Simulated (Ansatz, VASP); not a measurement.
Two plane-wave programs on Nb

```
Nb
1.0
    -1.65598    1.65598    1.65598
     1.65598   -1.65598    1.65598
     1.65598    1.65598   -1.65598
Nb
1
Direct
  0.00000 0.00000 0.00000
```

Alike in both runs: task relaxation of cell and atoms; functional PBE; k mesh 16 × 16 × 16; occupations fermi-dirac, width 0.15 eV; no spin polarisation.

|  | VASP | Ansatz |
| --- | --- | --- |
| version | VASP 6.6.1 | Ansatz 0.2.0 |
| potentials or method | VASP PAW PBE potentials, release 64 (Nb_sv), cutoff 600 eV | scalar-relativistic, plane waves, PAW |
| valence electrons in the cell | 13 | 13 |

VASP gave:

| Item | Value |
| --- | --- |
| gap on the k mesh at the Fermi level, each at its own relaxed structure (eV) | none |
| relaxed volume (Å³/atom) | 18.14 |
| relaxed cell length with the largest relative difference (Å) | 2.867 |

Question: What did Ansatz give for the same quantities?

Answer: gap on the k mesh at the Fermi level, each at its own relaxed structure (eV): none; relaxed volume (Å³/atom): 18.18; relaxed cell length with the largest relative difference (Å): 2.869.

A gap of «none» marks a metal or a gap that the smearing closes.
